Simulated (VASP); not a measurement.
Here is a VASP 6.6.1 calculation.

The input INCAR:

```
SYSTEM = CaS
ALGO = Normal ; EDIFF = 1E-6
ENCUT = 500 ; GGA = CA
GGA_COMPAT = .False. ; ISIF = 2
ISMEAR = 0 ; LASPH = .True.
LCHARG = .False. ; LREAL = .False.
LWAVE = .False. ; NBANDS = 15
NELM = 120 ; PREC = Accurate
SIGMA = 0.01
```

File KPOINTS:

```
k-points
0
Gamma
  6 6 6
  0 0 0
```

File POSCAR:

```
CaS
1.0
    0.0000000000      2.7822163075      2.7822163075
    2.7822163075      0.0000000000      2.7822163075
    2.7822163075      2.7822163075      0.0000000000
Ca S
1 1
Direct
    0.0000000000      0.0000000000      0.0000000000
    0.5000000000      0.5000000000      0.5000000000
```

Potentials or basis: VASP PAW LDA potentials, release 64 (Ca_sv, S).

The run is started by

```bash
$ cat potpaw_LDA.64/Ca_sv/POTCAR potpaw_LDA.64/S/POTCAR > POTCAR
$ mpirun -np 1 vasp_std > vasp.out
```

**Question.** What does it give for the pressure?

**Answer.** 0.3 GPa.

**Question.** Predict the band gap on the k mesh.

**Answer.** 1.96 eV, indirect (least direct gap 2.83 eV).

A k mesh can miss the band edges. Expect the measured gap to be larger: semilocal functionals such as LDA lack the derivative discontinuity.
